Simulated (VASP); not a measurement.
Here is a VASP 6.6.1 calculation.

File INCAR:

```
ALGO = Normal
DIPOL = 0.5 0.5 0.500
EDIFF = 1E-6
EFIELD = -0.2
ENCUT = 520
GGA = PS
IDIPOL = 3
ISIF = 2
ISMEAR = -1
LASPH = True
LCHARG = False
LDIPOL = True
LREAL = False
LWAVE = False
NBANDS = 21
NELM = 100
PREC = Accurate
SIGMA = 0.02
```

KPOINTS

```
k-points
0
Gamma
  12 9 1
```

The input POSCAR:

```
C
1.0
    2.5129203137      0.0000000000      0.0000000000
    0.0000000000      3.5538059888      0.0000000000
    0.0000000000      0.0000000000     18.5129000000
C
6
Direct
    0.7500000000      0.0974713256      0.4387512624
    0.2500000000      0.9025286744      0.4387512624
    0.2500000000      0.6105777390      0.4999999986
    0.7500000000      0.3894222610      0.4999999986
    0.7500000000      0.0974713280      0.5612487390
    0.2500000000      0.9025286720      0.5612487390
```

Potentials or basis: VASP PAW PBE potentials, release 64 (C).

Launch:

```bash
$ cat potpaw_PBE.64/C/POTCAR > POTCAR
$ mpirun -np 1 vasp_std > vasp.out
```

(1) Predict the band gap on the k mesh.

(2) Predict the largest force.

Results:

(1) zero (band 12 reaches -2.02 eV, above the bottom of band 13 at -2.91 eV).

(2) 0.061 eV/Å.

Caveat: the PAW data sets were made with another functional, which shifts forces and pressure a little.
